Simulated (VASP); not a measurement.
Write the native input for VASP 6.6.1 that does the following.

| Property | Result |
| --- | --- |
| Task | single point |
| Functional | PBE |
| Potentials or basis | VASP PAW PBE potentials, release 64 (Mg_sv, Ti_sv, N) |
| Cutoff | 840 eV |
| k mesh | 6 × 6 × 2 |
| Occupations | gaussian, width 0.2 eV |
| Spin | no spin polarisation |
| Dipole correction | no |
| Further INCAR settings | ALGO = Normal; EDIFF = 1e-06; NBANDS = 36 |

The structure of MgTiN lies in POSCAR:

```
MgTiN
1.0
    3.3253704418      0.0000000000      0.0000000000
   -1.6626852209      2.8798552796      0.0000000000
    0.0000000000      0.0000000000     10.5297718575
Mg Ti N
2 2 2
Direct
    0.0000000000      1.0000000000      0.0000000000
    0.0000000000      1.0000000000      0.5000000000
    0.6666666667      0.3333333333      0.2500000000
    0.6666666667      0.3333333333      0.7500000000
    0.3333333333      0.6666666667      0.2500000000
    0.3333333333      0.6666666667      0.7500000000
```

The input as run:

INCAR

```
PREC = Accurate
ENCUT = 840
EDIFF = 1E-6
ISMEAR = 0
SIGMA = 0.2
LREAL = F
LASPH = T
NELM = 120
ALGO = Normal
ISIF = 2
LWAVE = F
LCHARG = T
GGA = PE
LELF = T
LVHAR = T
NBANDS = 36
GGA_COMPAT = F
```

KPOINTS

```
Automatic mesh
0
Gamma
  6 6 2
```

Potentials or basis: VASP PAW PBE potentials, release 64 (Mg_sv, Ti_sv, N).

Launch:

```sh
$ cat potpaw_PBE.64/Mg_sv/POTCAR potpaw_PBE.64/Ti_sv/POTCAR potpaw_PBE.64/N/POTCAR > POTCAR
$ mpirun -np 1 vasp_std > vasp.out
```

Results of the run:

```json
{"Pressure": "0.0 GPa", "Band gap on the k mesh": "zero (bands 27 and 28 overlap by 1.49 eV)"}
```

Caveat: the k points lie up to 0.36 Å⁻¹ apart, too coarse for converged energies and pressures of a metal.

Wall time 110 s on 1 thread of AMD EPYC 7R13 Processor (Zen 3), with other jobs on the host, peak memory 0.33 GiB.
